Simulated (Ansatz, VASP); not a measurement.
# One calculation of Hf2Si2Os, two programs

```xyz
10
Lattice="6.4851 0.0000 0.0000 0.0000 6.4851 0.0000 0.0000 0.0000 4.0511" Properties=species:S:1:pos:R:3 pbc="T T T"
Os    0.0000    0.0000    0.0000
Os    3.2425    3.2425    0.0000
Si    2.4384    5.6809    0.0000
Si    0.8041    2.4384    0.0000
Si    4.0467    0.8041    0.0000
Si    5.6809    4.0467    0.0000
Hf    1.1471    4.3897    2.0256
Hf    2.0954    1.1471    2.0256
Hf    5.3379    2.0954    2.0256
Hf    4.3897    5.3379    2.0256
```

Alike in both runs: task single point; functional r2SCAN; k mesh 3 × 3 × 5; occupations gaussian, width 0.05 eV; no spin polarisation.

|  | VASP | Ansatz |
| --- | --- | --- |
| version | VASP 6.6.1 | Ansatz 0.2.0 |
| potentials or method | VASP PAW PBE potentials, release 64 (Os, Si, Hf_pv), cutoff 520 eV | PAW plane waves |
| valence electrons in the cell | 72 | 152 |

|  | VASP | Ansatz | Ansatz less VASP |
| --- | --- | --- | --- |
| gap on the k mesh at the Fermi level (eV) | none | none | - |
| pressure (GPa) | -10.7 | -10.1 | +0.65 |
| traceless stress, the component that is largest in VASP (GPa) | 6.01 | 6.03 | +0.021 |
| rms of the force components (eV/Å) | 0.716 | 0.727 | +0.0111 |

VASP's potentials were made for PBE, not for r2SCAN. Atom by atom the forces differ by 0.011 eV/Å (rms over components). A gap of «none» marks a metal or a gap that the smearing closes. VASP's potentials hold 72 valence electrons a cell and Ansatz's 152, so a difference there can come from the potentials and not from the codes.

Neither program's run includes spin-orbit coupling.
